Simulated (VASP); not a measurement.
Wanted: the native input for a VASP 6.6.1 run.

| Item | Value |
| --- | --- |
| Task | single point |
| Functional | PBEsol |
| Potentials or basis | VASP PAW PBE potentials, release 64 (Ta_pv, As) |
| Cutoff | 520 eV |
| k mesh | 11 × 11 × 11 |
| Occupations | fermi-dirac, width 0.05 eV |
| Spin | no spin polarisation |
| Dipole correction | no |
| k mesh for the DOS | 17 × 17 × 17 |
| Occupations for the DOS | tetrahedron |
| Further INCAR settings | ALGO = Normal; EDIFF = 1e-06 |

Crystal: TaAs.

```xyz
4
Lattice="-1.7218 1.7218 5.8679 1.7218 -1.7218 5.8679 1.7218 1.7218 -5.8679" Properties=species:S:1:pos:R:3 pbc="T T T"
Ta    0.0000    0.0000    5.8676
Ta    1.7218    0.0000    2.9336
As    0.0000    0.0000    0.9698
As    0.0000    1.7218    3.9037
```

One way to write it, as run:

POSCAR

```
TaAs
1.0
   -1.7218133622      1.7218133622      5.8679415361
    1.7218133622     -1.7218133622      5.8679415361
    1.7218133622      1.7218133622     -5.8679415361
Ta As
2 2
Direct
    0.4999673000      0.4999673000      0.0000000000
    0.2499673000      0.7499673000      0.5000000000
    0.0826321200      0.0826321200      0.0000000000
    0.8326321200      0.3326321200      0.5000000000
```

INCAR.step1

```
SYSTEM = TaAs
PREC = Accurate
ENCUT = 520
EDIFF = 1E-6
ISMEAR = -1
SIGMA = 0.05
LREAL = .False.
LASPH = .True.
NELM = 60
ALGO = Normal
ISIF = 2
LWAVE = .False.
LCHARG = .True.
LMAXMIX = 4
GGA = PS
NBANDS = 24
```

KPOINTS.step1

```
regular mesh
0
Gamma
  11 11 11
  0 0 0
```

INCAR.step2

```
SYSTEM = TaAs
PREC = Accurate
ENCUT = 520
EDIFF = 1E-6
ISMEAR = -5
SIGMA = 0.05
LREAL = .False.
LASPH = .True.
NELM = 60
ALGO = Normal
ISIF = 2
LWAVE = .False.
LCHARG = .False.
LMAXMIX = 4
GGA = PS
LORBIT = 10
NEDOS = 1001
ICHARG = 11
```

KPOINTS.step2

```
regular mesh
0
Gamma
  17 17 17
  0 0 0
```

Potentials or basis: VASP PAW PBE potentials, release 64 (Ta_pv, As).

Run with:

```bash
$ cat potpaw_PBE.64/Ta_pv/POTCAR potpaw_PBE.64/As/POTCAR > POTCAR
$ cp INCAR.step1 INCAR
$ cp KPOINTS.step1 KPOINTS
$ mpirun -np 1 vasp_std > vasp.out
$ cp INCAR.step2 INCAR
$ cp KPOINTS.step2 KPOINTS
$ mpirun -np 1 vasp_std > vasp.out
```

It gave:

* Valence electrons inside the program's atomic spheres: Ta 8.83; As 2.94

Wall time 9.8 min on 1 thread of AMD EPYC 9R45 96-Core Processor (Zen 5), on a shared host, peak memory 0.7 GiB.
